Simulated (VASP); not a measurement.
Runs of VASP 6.6.1 on Mo. The structure is cubic, space group Im-3m (No. 229). Conventional cell: a = 3.118 Å, b = 3.118 Å, c = 3.118 Å, α = 90.00°, β = 90.00°, γ = 90.00°. Mo (site symmetry m-3m) has 14 Mo at 2.70 to 3.12 Å within 3.6 Å. 

```csv
level,spin,k mesh,cutoff (eV),smearing,gap on the mesh (eV),pressure (GPa)
PBE,off,15 × 15 × 15,520,fermi-dirac 0.1 eV,none,12.3
PBE,"collinear, zero start","8 × 8 × 8, shifted",500,fermi-dirac 0.1 eV,none,12.3
PBE,off,8 × 8 × 8,500,fermi-dirac 0.1 eV,none,12.3
PBE+D3(BJ),off,8 × 8 × 8,500,fermi-dirac 0.1 eV,none,(a)
PBE,off,8 × 8 × 8,500,tetrahedron,none,15.3
```

Alike in all rows: task single point; potentials or basis VASP PAW PBE potentials, release 64 (Mo_sv); cell as given.

**Question.** Estimate the missing entries.

**Answer.** (a) 4.2.

Caveats: pairwise dispersion overbinds metals, which lowers pressure and volume (some runs).

A k mesh can miss the band edges, and the runs leave out spin-orbit coupling on Mo.

A gap of «none» marks levels without a gap at the run's occupations.
